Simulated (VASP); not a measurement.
# BN (Cm) in VASP: further runs, part 2 of 2

VASP 6.6.1. Earlier steps stand in the parts before.

## (3) Single point, PBE+D3(BJ) (atom 1 (B) moved by +0.096 Å along [1 2 0] and -0.384 Å along [0 0 1])

Input file INCAR:

```
PREC = Accurate
ENCUT = 520
EDIFF = 1E-6
ISMEAR = 0
SIGMA = 0.05
LREAL = F
LASPH = T
NELM = 100
ALGO = Normal
ISIF = 2
LWAVE = F
LCHARG = T
GGA = PE
IVDW = 12
LELF = T
LVHAR = T
NBANDS = 16
```

Input file KPOINTS:

```
regular mesh
0
Gamma
  12 12 4
```

Input file POSCAR:

```
BN
1.0
    2.5061233057      0.0000000000      0.0000000000
   -1.2530616528      2.1703664477      0.0000000000
    0.0000000000      0.0000000000      6.5973571420
B N
2 2
Direct
    0.0221160809      0.0442321619      0.4417948746
    0.3333333333      0.6666666667      0.0000000000
    0.0000000000      0.0000000000      0.0000000000
    0.6666666667      0.3333333333      0.5000000000
```

Potentials or basis: VASP PAW PBE potentials, release 64 (B, N).

Command:

```bash
> cat potpaw_PBE.64/B/POTCAR potpaw_PBE.64/N/POTCAR > POTCAR
> mpirun -np 1 vasp_std > vasp.out
```

Run time: 45 s. Hardware: 1 thread of Intel Xeon 6975P-C (Granite Rapids), shared host; peak memory 0.21 GiB.

The run converged. Its results:

```
Free energy                : -34.5985 eV
Pressure                   : -2.9 GPa
Largest force              : 5.605 eV/Å
Band gap on the k mesh     : 2.79 eV, indirect (least direct gap 3.11 eV)
Dispersion energy per atom : -0.143 eV
```

Forces in eV/Å, atoms in the order of the input:
```
B    0.000 -2.455  5.039
B    0.000  0.002 -0.322
N    0.000  0.005  0.272
N    0.000  2.447 -4.990
```

Stress tensor (GPa, compression positive):
```
 2.57  0.00  0.00
 0.00 -1.19  4.12
 0.00  4.12 -9.95
```

Levels at points of the mesh, in eV from the valence-band top:
```
           k point  band 6  band 7  band 8  band 9  band 10  band 11
(0.00, 0.00, 0.00)   -2.70   -1.89    0.00    3.11     9.00     9.57
(0.50, 0.00, 0.00)   -3.40   -2.54   -1.42    2.80     3.91     8.38
(0.00, 0.50, 0.00)   -4.23   -2.60   -1.65    3.20     4.19     8.37
(0.00, 0.00, 0.50)   -2.70   -1.89    0.00    4.59     7.26     9.54
(0.50, 0.00, 0.50)   -3.40   -2.38   -1.45    2.84     3.39     8.50
(0.00, 0.50, 0.50)   -4.23   -2.41   -1.73    3.33     3.60     8.46
```

Caveat: the cell differs from its parent crystal (atom 1 (B) moved by +0.096 Å along [1 2 0] and -0.384 Å along [0 0 1]); forces of over 1 eV/Å act on the atoms, so gaps and moduli don't describe the material at rest.

## (4) Single point, PBE+D3(BJ) (atom 1 (B) moved by -0.096 Å along [1 2 0] and -0.192 Å along [0 0 1])

Input file INCAR:

```
ALGO = Normal
EDIFF = 1E-6
ENCUT = 520
GGA = PE
ISIF = 2
ISMEAR = 0
IVDW = 12
LASPH = True
LCHARG = False
LREAL = False
LWAVE = False
NBANDS = 16
NELM = 60
PREC = Accurate
SIGMA = 0.05
```

Input file KPOINTS:

```
k-points
0
Gamma
  12 12 4
```

Edit POSCAR of step 3 so:

```diff
@@ -8,3 +8,3 @@
 Direct
-    0.0221160809      0.0442321619      0.4417948746
+   -0.0221160809     -0.0442321619      0.4708974373
     0.3333333333      0.6666666667      0.0000000000
```

Potentials or basis: VASP PAW PBE potentials, release 64 (B, N).

Command:

```bash
> cat potpaw_PBE.64/B/POTCAR potpaw_PBE.64/N/POTCAR > POTCAR
> mpirun -np 1 vasp_std > vasp.out
```

OUTCAR:

```text
EDIFF = 1E-6
   ENCUT = 520
   GGA = PE
   ISIF = 2
   ISMEAR = 0
   IVDW = 12
   LASPH = True
   LREAL = False
   NELM = 60
   PREC = Accurate
 IVDW          = 12

 ion  position               nearest neighbor table
   1  0.978  0.956  0.471-   4 1.36   4 1.51   4 1.51
   2  0.333  0.667  0.000-   3 1.45   3 1.45   3 1.45
   3  0.000  0.000  0.000-   2 1.45   2 1.45   2 1.45
   4  0.667  0.333  0.500-   1 1.36   1 1.51   1 1.51

  LATTYP: Found a hexagonal cell.
[... 655 lines left out ...]

 E8    (eV) :    -0.1669

  FORCE on cell =-STRESS in cart. coord.  units (eV):
  Direction    XX          YY          ZZ          XY          YZ          ZX
  --------------------------------------------------------------------------------------
  -------------------------------------------------------------------------------------
  Total      -0.68639     1.72828    -0.57426     0.00000    -0.80739    -0.00000
  in kB     -30.64602    77.16496   -25.63974     0.00000   -36.04856    -0.00000
  external pressure =        6.96 kB  Pullay stress =        0.00 kB

 VOLUME and BASIS-vectors are now :
 -----------------------------------------------------------------------------
  energy-cutoff  :      520.00
  volume of cell :       35.88
      direct lattice vectors                 reciprocal lattice vectors
     2.506123306  0.000000000  0.000000000     0.399022665  0.230375843  0.000000000
    -1.253061653  2.170366448  0.000000000     0.000000000  0.460751686  0.000000000
     0.000000000  0.000000000  6.597357142     0.000000000  0.000000000  0.151575847

 POSITION                                       TOTAL-FORCE (eV/Angst)
 -----------------------------------------------------------------------------------
      1.25306      2.07437      3.10668         0.000000      4.223709      2.417606
     -0.00000      1.44691      0.00000        -0.000000     -0.002976     -0.169480
      0.00000      0.00000      0.00000         0.000000      0.002373      0.143836
      1.25306      0.72346      3.29868        -0.000000     -4.223107     -2.391962
 -----------------------------------------------------------------------------------
    total drift:                                0.000000     -0.000090      0.000043

  FREE ENERGIE OF THE ION-ELECTRON SYSTEM (eV)
  ---------------------------------------------------
  free  energy   TOTEN  =       -35.2795190917 eV

  energy  without entropy=      -35.2795190917  energy(sigma->0) =      -35.27951909
```

stdout:

```text
POSCAR found type information on POSCAR B N
 POSCAR found :  2 types and       4 ions
 scaLAPACK will be used
 LDA part: xc-table for (Slater+PW92), standard interpolation
 POSCAR, INCAR and KPOINTS ok, starting setup
 FFT: planning ... GRIDC
 FFT: planning ... GRID_SOFT
 FFT: planning ... GRID
 WAVECAR not read
 entering main loop
```

Wall time 66 s (1 thread of Intel Xeon 6975P-C, shared host); peak memory 0.21 GiB.

What came out:

```yaml
Free_energy: -35.2795 eV
Pressure: 0.7 GPa
Largest_force: 4.867 eV/Å
Band_gap_on_the_k_mesh: 3.83 eV, indirect (least direct gap 4.37 eV)
Dispersion_energy_per_atom: -0.142 eV
```

Forces in eV/Å, atoms in the order of the input:
```
B    0.000  4.224  2.418
B    0.000 -0.003 -0.169
N    0.000  0.002  0.144
N    0.000 -4.223 -2.392
```

Stress tensor (GPa, compression positive):
```
-3.06  0.00  0.00
 0.00  7.72 -3.60
 0.00 -3.60 -2.56
```

Caveat: the cell differs from its parent crystal (atom 1 (B) moved by -0.096 Å along [1 2 0] and -0.192 Å along [0 0 1]); forces of over 1 eV/Å act on the atoms, so gaps and moduli don't describe the material at rest.
